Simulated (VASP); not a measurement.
# Li4Si (Pm-3m) in VASP: notebook

Li4Si is run at these levels: PBE; tasks: single point, relaxation of cell and atoms.

Program: VASP 6.6.1. These are calculated values, not measurements. Logs are shortened: lines on timing, memory, paths and dates and some standing lists are left out, and cuts for length are marked.

### Step 1. The cell of the first run

It takes space group Pm-3m (No. 221, cubic). Conventional cell: a = 4.821 Å, b = 4.821 Å, c = 4.821 Å, α = 90.00°, β = 90.00°, γ = 90.00°. Li (site symmetry 4/mmm) has 2 Si at 2.41 Å within 3.2 Å. Li (site symmetry m-3m) has 12 Li at 3.41 Å and 8 Si at 4.18 Å within 4.5 Å. Si (site symmetry m-3m) has 6 Li at 2.41 Å within 3.2 Å.

### Step 2. Single point, PBE

INCAR

```
PREC = Accurate ; ENCUT = 520
EDIFF = 1E-7 ; ISMEAR = 0
SIGMA = 0.1 ; LREAL = False
LASPH = True ; NELM = 100
ALGO = Normal ; ISIF = 2
LWAVE = False ; LCHARG = False
GGA = PE ; NBANDS = 16
```

KPOINTS

```
Automatic mesh
0
Gamma
  4 4 4
```

POSCAR

```
Li4Si
1.0
    4.8213739759      0.0000000000      0.0000000000
    0.0000000000      4.8213739759      0.0000000000
    0.0000000000      0.0000000000      4.8213739759
Li Si
4 1
Direct
    0.0000000000      0.5000000000      0.5000000000
    0.5000000000      0.0000000000      0.5000000000
    0.5000000000      0.5000000000      0.0000000000
    0.0000000000      0.0000000000      0.0000000000
    0.5000000000      0.5000000000      0.5000000000
```

Potentials or basis: VASP PAW PBE potentials, release 64 (Li_sv, Si).

Run with:

```console
$ cat potpaw_PBE.64/Li_sv/POTCAR potpaw_PBE.64/Si/POTCAR > POTCAR
$ mpirun -np 1 vasp_std > vasp.out
```

OUTCAR:

```text
PREC = Accurate
   ENCUT = 520
   EDIFF = 1E-7
   ISMEAR = 0
   LREAL = False
   LASPH = True
   NELM = 100
   ISIF = 2
   GGA = PE

 ion  position               nearest neighbor table
   1  0.000  0.500  0.500-   5 2.41   5 2.41
   2  0.500  0.000  0.500-   5 2.41   5 2.41
   3  0.500  0.500  0.000-   5 2.41   5 2.41
   4  0.000  0.000  0.000-
   5  0.500  0.500  0.500-   1 2.41   2 2.41   3 2.41   3 2.41   2 2.41   1 2.41

  LATTYP: Found a simple cubic cell.
 ALAT       =     4.8213739759

  Lattice vectors:

 A1 = (   4.8213739759,   0.0000000000,   0.0000000000)
 A2 = (   0.0000000000,   4.8213739759,   0.0000000000)
 A3 = (   0.0000000000,   0.0000000000,   4.8213739759)

Analysis of symmetry for initial positions (statically):
=====================================================================
 Subroutine PRICEL returns:
 Original cell was already a primitive cell.

 Routine SETGRP: Setting up the symmetry group for a
 simple cubic supercell.

 Subroutine GETGRP returns: Found 48 space group operations
 (whereof 48 operations were pure point group operations)
 out of a pool of 48 trial point group operations.

The static configuration has the point symmetry O_h .

Analysis of symmetry for dynamics (positions and initial velocities):
=====================================================================
 Subroutine PRICEL returns:
 Original cell was already a primitive cell.

 Routine SETGRP: Setting up the symmetry group for a
 simple cubic supercell.

 Subroutine GETGRP returns: Found 48 space group operations
 (whereof 48 operations were pure point group operations)
 out of a pool of 48 trial point group operations.

The dynamic configuration has the point symmetry O_h .

 Subroutine INISYM returns: Found 48 space group operations
 (whereof 48 operations are pure point group operations),
 and found     1 'primitive' translations

----------------------------------------------------------------------------------------

                                     Primitive cell

  volume of cell :     112.0760

  direct lattice vectors                    reciprocal lattice vectors
     4.821373976  0.000000000  0.000000000     0.207409756  0.000000000  0.000000000
     0.000000000  4.821373976  0.000000000     0.000000000  0.207409756  0.000000000
     0.000000000  0.000000000  4.821373976     0.000000000  0.000000000  0.207409756

  length of vectors
     4.821373976  4.821373976  4.821373976     0.207409756  0.207409756  0.207409756

  position of ions in fractional coordinates (direct lattice)
     0.000000000  0.500000000  0.500000000
     0.500000000  0.000000000  0.500000000
     0.500000000  0.500000000  0.000000000
     0.000000000  0.000000000  0.000000000
     0.500000000  0.500000000  0.500000000

  ion indices of the primitive-cell ions
   primitive index   ion index
                 1           1
                 2           2
                 3           3
                 4           4
                 5           5

----------------------------------------------------------------------------------------

 KPOINTS: Automatic mesh

Automatic generation of k-mesh.
 Grid dimensions read from file:
 generate k-points for:    4    4    4

 Generating k-lattice:

  Cartesian coordinates                     Fractional coordinates (reciprocal lattice)
     0.051852439  0.000000000  0.000000000     0.250000000  0.000000000  0.000000000
     0.000000000  0.051852439  0.000000000     0.000000000  0.250000000  0.000000000
     0.000000000  0.000000000  0.051852439     0.000000000  0.000000000  0.250000000

  Length of vectors
     0.051852439  0.051852439  0.051852439

  Shift w.r.t. Gamma in fractional coordinates (k-lattice)
     0.000000000  0.000000000  0.000000000

 Subroutine IBZKPT returns following result:
 ===========================================

 Found     10 irreducible k-points:

 Following reciprocal coordinates:
            Coordinates               Weight
  0.000000  0.000000  0.000000      1.000000
  0.250000  0.000000  0.000000      6.000000
  0.500000  0.000000  0.000000      3.000000
  0.250000  0.250000  0.000000     12.000000
  0.500000  0.250000  0.000000     12.000000
  0.500000  0.500000  0.000000      3.000000
  0.250000  0.250000  0.250000      8.000000
  0.500000  0.250000  0.250000     12.000000
  0.500000  0.500000  0.250000      6.000000
  0.500000  0.500000  0.500000      1.000000
   k-points           NKPTS =     10   k-points in BZ     NKDIM =     10   number of bands    NBANDS=     16
   number of dos      NEDOS =    301   number of ions     NIONS =      5
   total plane-waves  NPLWV =  46656
   dimension x,y,z NGX =    36 NGY =   36 NGZ =   36
   dimension x,y,z NGXF=    72 NGYF=   72 NGZF=   72
   ions per type =               4   1
   NGX,Y,Z   is equivalent  to a cutoff of  12.41, 12.41, 12.41 a.u.
   NGXF,Y,Z  is equivalent  to a cutoff of  24.83, 24.83, 24.83 a.u.
 SYSTEM =  unknown system
   PREC   = accura    normal or accurate (medium, high low for compatibility)
   ISTART =      0    job   : 0-new  1-cont  2-samecut
   ICHARG =      2    charge: 1-file 2-atom 10-const
   ISPIN  =      1    spin polarized calculation?
   LNONCOLLINEAR =      F non collinear calculations
   LSORBIT =      F    spin-orbit coupling
   LASPH  =      T    aspherical Exc in radial PAW
   ENCUT  =  520.0 eV  38.22 Ry    6.18 a.u.   8.96  8.96  8.96*2*pi/ulx,y,z
   NELM   =    100;   NELMIN=  2; NELMDL= -5     # of ELM steps
   EDIFF  = 0.1E-06   stopping-criterion for ELM
   LREAL  =      F    real-space projection
   EDIFFG = 0.1E-05   stopping-criterion for IOM
   NSW    =      0    number of steps for IOM
   IBRION =     -1    ionic relax: 0-MD 1-quasi-New 2-CG
   NFREE  =      0    steps in history (QN), initial steepest desc. (CG)
   ISIF   =      2    stress and relaxation
   ISYM   =      2    0-nonsym 1-usesym 2-fastsym
   POTIM  = 0.5000    time-step for ionic-motion
   TEBEG  =    0.0;   TEEND  =   0.0 temperature during run
   PSTRESS=    0.0 pullay stress
   NELECT =      16.0000    total number of electrons
   NUPDOWN=      -1.0000    fix difference up-down
   EMIN   =  10.00;   EMAX   =-10.00  energy-range for DOS
   EFERMI =   0.00;   METHOD = LEGACY
   ISMEAR =     0;   SIGMA  =   0.10  broadening in eV -4-tet -1-fermi 0-gaus
   EFERMI_NEDOS =   21; number of points for ismear=-14 and -15
   IALGO  =     38    algorithm
   IMIX   =      4    mixing-type and parameters
     AMIX     =   0.40;   BMIX     =  1.00
     AMIX_MAG =   1.60;   BMIX_MAG =  1.00
  volume/ion in A,a.u.               =      22.42       151.27
  Fermi-wavevector in a.u.,A,eV,Ry     =   0.855613  1.616874  9.960464  0.732073
  Thomas-Fermi vector in A             =   1.972389
   LORBIT       =      0    0 simple, 1 ext, 2 COOP (PROOUT), +10 PAW based schemes
   GGA     = PE    functional components
   LHFCALC =     F    Hartree Fock is set to
   AEXX    =    0.0000 exact exchange contribution
   IVDW    =     0    specifies the selected vdW correction
   LEPSILON=     F    determine dielectric tensor
   LRPA    =     F    only Hartree local field effects (RPA)
 non-spin polarized calculation
 Gauss-broadening in eV      SIGMA  =   0.10
  energy-cutoff  :      520.00
  volume of cell :      112.08
 maximum number of plane-waves:      3031
 NGX is ok and might be reduce to    36
   NGX = 17   NGY = 17   NGZ = 17

 number of electron      15.9999963 magnetization

 Free energy of the ion-electron system (eV)
  ---------------------------------------------------
  ext. energy  EPLUGINS =         0.00000000
  ---------------------------------------------------
  free energy    TOTEN  =       -12.83307802 eV

  energy without entropy =      -12.82432806  energy(sigma->0) =      -12.82870304

 E-fermi :   0.6545     XC(G=0):  -7.0722

 val. band max:        0.5563970661   @ k =   0.5000   0.2500   0.0000
 cond. band min:       0.7211708017   @ k =   0.0000   0.0000   0.0000
 fundamental gap:      0.1647737357
 Fermi energy:         0.6544761627

 k-point     1 :       0.0000    0.0000    0.0000
  band No.  band energies     occupation
      1     -47.1986      2.00000
      2     -44.7871      2.00000
      3     -44.7810      2.00000
      4     -44.7810      2.00000
      5      -5.7581      2.00000
      6      -0.0595      2.00000
[... 8 lines left out ...]
     15       8.0759      0.00000
     16       8.0759      0.00000

 k-point     2 :       0.2500    0.0000    0.0000
  band No.  band energies     occupation
      1     -47.1986      2.00000
      2     -44.7863      2.00000
      3     -44.7818      2.00000
      4     -44.7811      2.00000
      5      -5.6900      2.00000
      6      -1.0589      2.00000
[... 8 lines left out ...]
     15       7.2485      0.00000
     16       7.2493      0.00000

 k-point     3 :       0.5000    0.0000    0.0000
  band No.  band energies     occupation
      1     -47.1986      2.00000
      2     -44.7852      2.00000
      3     -44.7831      2.00000
      4     -44.7811      2.00000
      5      -5.6155      2.00000
      6      -1.5882      2.00000
[... 8 lines left out ...]
     15       7.7528      0.00000
     16       7.7528      0.00000

 k-point     4 :       0.2500    0.2500    0.0000
  band No.  band energies     occupation
      1     -47.1986      2.00000
      2     -44.7857      2.00000
      3     -44.7821      2.00000
      4     -44.7815      2.00000
      5      -5.6367      2.00000
      6      -1.0233      2.00000
[... 8 lines left out ...]
     15       6.5370      0.00000
     16       7.2556      0.00000
[... 58 lines left out ...]
 k-point     8 :       0.5000    0.2500    0.2500
  band No.  band energies     occupation
      1     -47.1986      2.00000
      2     -44.7840      2.00000
      3     -44.7830      2.00000
      4     -44.7820      2.00000
      5      -5.5574      2.00000
      6      -0.9801      2.00000
[... 8 lines left out ...]
     15       6.9188      0.00000
     16       8.2945      0.00000

 k-point     9 :       0.5000    0.5000    0.2500
  band No.  band energies     occupation
      1     -47.1986      2.00000
      2     -44.7831      2.00000
      3     -44.7830      2.00000
      4     -44.7830      2.00000
      5      -5.5346      2.00000
      6      -0.4051      2.00000
[... 8 lines left out ...]
     15       7.3868      0.00000
     16       8.0752      0.00000

 k-point    10 :       0.5000    0.5000    0.5000
  band No.  band energies     occupation
      1     -47.1986      2.00000
      2     -44.7830      2.00000
      3     -44.7830      2.00000
      4     -44.7830      2.00000
      5      -5.5271      2.00000
      6       0.2732      2.00000
[... 8 lines left out ...]
     15       9.3105      0.00000
     16       9.3105      0.00000

------------------------ aborting loop because EDIFF is reached ----------------------------------------

  FORCE on cell =-STRESS in cart. coord.  units (eV):
  Direction    XX          YY          ZZ          XY          YZ          ZX
  --------------------------------------------------------------------------------------
  -------------------------------------------------------------------------------------
  Total        0.1122920      0.1122920      0.1122920      0.0000000      0.0000000     -0.0000000
  in kB        1.6052661      1.6052661      1.6052661      0.0000000      0.0000000     -0.0000000
  external PRESSURE =       1.6052661 kB  Pullay stress =       0.0000000 kB

 VOLUME and BASIS-vectors are now :
 -----------------------------------------------------------------------------
  energy-cutoff  :      520.00
  volume of cell :      112.08
      direct lattice vectors                 reciprocal lattice vectors
     4.821373976  0.000000000  0.000000000     0.207409756  0.000000000  0.000000000
     0.000000000  4.821373976  0.000000000     0.000000000  0.207409756  0.000000000
     0.000000000  0.000000000  4.821373976     0.000000000  0.000000000  0.207409756

 POSITION                                       TOTAL-FORCE (eV/Angst)
 -----------------------------------------------------------------------------------
      0.00000      2.41069      2.41069         0.000000      0.000000      0.000000
      2.41069      0.00000      2.41069         0.000000      0.000000      0.000000
      2.41069      2.41069      0.00000         0.000000      0.000000      0.000000
      0.00000      0.00000      0.00000         0.000000      0.000000      0.000000
      2.41069      2.41069      2.41069         0.000000      0.000000      0.000000
 -----------------------------------------------------------------------------------
    total drift:                                0.000000      0.000000      0.000000

  FREE ENERGIE OF THE ION-ELECTRON SYSTEM (eV)
  ---------------------------------------------------
  free  energy   TOTEN  =       -12.8330780181 eV

  energy  without entropy=      -12.8243280563  energy(sigma->0) =      -12.82870304
```

It took 54 s on 1 thread of AMD EPYC, shared host; peak memory 0.16 GiB.

Results:

| Item | Value |
| --- | --- |
| Free energy | -12.8331 eV |
| Band gap on the k mesh | 0.16 eV, indirect (least direct gap 0.24 eV) |

Levels at points of the mesh, in eV from the valence-band top:
```csv
k point,band 5,band 6,band 7,band 8,band 9,band 10,band 11,band 12
"(0.00, 0.00, 0.00)",-6.31,-0.62,-0.62,-0.62,0.16,4.05,4.05,4.77
"(0.50, 0.00, 0.00)",-6.17,-2.14,-0.16,-0.16,1.69,3.13,3.13,3.33
"(0.50, 0.50, 0.00)",-6.10,-1.29,-1.29,-0.06,0.19,3.91,3.91,4.48
"(0.50, 0.50, 0.50)",-6.08,-0.28,-0.28,-0.28,0.56,0.56,0.56,2.47
```

Caveat: the cutoff is under 1.25 times the usual one of these potentials, so pressure, stress and relaxed cells hold a basis-set (Pulay) error.

(Continued in part 2 of 2.)
